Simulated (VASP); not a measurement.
Here is a VASP 6.6.1 calculation.

INCAR

```
PREC = Accurate
ENCUT = 520
EDIFF = 1E-6
ISMEAR = 0
SIGMA = 0.02
LREAL = F
LASPH = T
NELM = 80
ALGO = Normal
ISIF = 2
LWAVE = F
LCHARG = F
GGA = PE
NBANDS = 33
```

The input KPOINTS:

```
Automatic mesh
0
Gamma
  6 6 6
```

Contents of POSCAR:

```
TiO2
1.0
   -2.9654130727      2.9654130727      4.2024999322
    2.9654130727     -2.9654130727      4.2024999322
    2.9654130727      2.9654130727     -4.2024999322
Ti O
2 4
Direct
    0.0000000000      0.0000000000      0.0000000000
    0.7500000000      0.2500000000      0.5000000000
    0.3750000000      0.1269062642      0.2519062642
    0.8769062642      0.6250000000      0.7519062642
    0.8730937358      0.1250000000      0.2480937358
    0.8750000000      0.1230937358      0.7480937358
```

Potentials or basis: VASP PAW PBE potentials, release 64 (Ti_sv, O).

Run with:

```bash
$ cat potpaw_PBE.64/Ti_sv/POTCAR potpaw_PBE.64/O/POTCAR > POTCAR
$ mpirun -np 1 vasp_std > vasp.out
```

Problem. What does it give for the pressure?

Solution. 0.4 GPa.

Problem. Estimate the band gap on the k mesh.

Solution. 3.25 eV, indirect (the least direct gap lies 1.9 meV higher).

A k mesh can miss the band edges. As with any semilocal functional, this PBE gap is likely too small.
